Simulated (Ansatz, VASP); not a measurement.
**Bi: VASP beside Ansatz**

File INCAR:

```
PREC     = Accurate       # precision mode
ENCUT    = 500            # plane-wave cutoff, eV
EDIFF    = 1E-7           # SCF threshold, eV
ISMEAR   = 0              # smearing method
SIGMA    = 0.1            # smearing width, eV
LREAL    = F              # projectors in reciprocal space
LASPH    = T              # aspherical terms in the spheres
NELM     = 120            # most SCF steps
ALGO     = Normal         # electronic algorithm
ISIF     = 3              # what is computed and relaxed
LWAVE    = F              # write WAVECAR
LCHARG   = F              # write CHGCAR
GGA      = PE             # functional
IBRION   = 2              # ionic algorithm
NSW      = 100            # ionic steps
EDIFFG   = -0.01          # ionic threshold
GGA_COMPAT= F            
NELMIN   = 4
```

Contents of KPOINTS:

```
Automatic mesh
0
Gamma
  10 10 10
```

POSCAR

```
Bi
1.0
   -3.1313157712      3.1313157712      3.1313157712
    3.1313157712     -3.1313157712      3.1313157712
    3.1313157712      3.1313157712     -3.1313157712
Bi
3
Direct
    0.0000000000      0.5000000000      0.5000000000
    0.5000000000      0.0000000000      0.5000000000
    0.5000000000      0.5000000000      0.0000000000
```

Input for Ansatz:

```yaml
crystal:
  lattice:
    - [-3.1313157712, 3.1313157712, 3.1313157712]
    - [3.1313157712, -3.1313157712, 3.1313157712]
    - [3.1313157712, 3.1313157712, -3.1313157712]
  atoms:
    - { symbol: Bi, position: [0.0, 0.5, 0.5] }
    - { symbol: Bi, position: [0.5, 0.0, 0.5] }
    - { symbol: Bi, position: [0.5, 0.5, 0.0] }
basis:
  ecutwfc: 420
kpoints:
  mp_grid: { grid: [10, 10, 10] }
hamiltonian:
  xc: pbe
scf:
  occupations: { method: gaussian, width: 0.1 }
output:
  forces: true
  stress: true
  eigenvalues: true
  write_density: true
  write_potential: true
  elf: true
  volumetric_format: npy
relax:
  adjacent_minimum: "off"
  f_tol: 0.01
  max_steps: 80
  cell: { stress_tol: 0.05 }
```

Alike in both runs: task relaxation of cell and atoms; functional PBE; k mesh 10 × 10 × 10; occupations gaussian, width 0.1 eV; no spin polarisation.

```csv
,VASP,Ansatz
version,VASP 6.6.1,Ansatz 0.2.0
potentials or method,"VASP PAW PBE potentials, release 64 (Bi_d), cutoff 500 eV","scalar-relativistic, plane waves, PAW"
valence electrons in the cell,45,45
```

VASP gave:

```
gap on the k mesh at the Fermi level, each at its own relaxed structure (eV) : none
relaxed volume (Å³/atom)                                                     : 40.94
relaxed cell length with the largest relative difference (Å)                 : 5.424
```

Task: Which values does Ansatz return?

Result: gap on the k mesh at the Fermi level, each at its own relaxed structure (eV): none; relaxed volume (Å³/atom): 41.03; relaxed cell length with the largest relative difference (Å): 5.428.

A gap of «none» marks a metal or a gap that the smearing closes.

Neither program's run includes spin-orbit coupling. Noted on VASP's run: the relaxation stopped at its first step, so nothing moved.
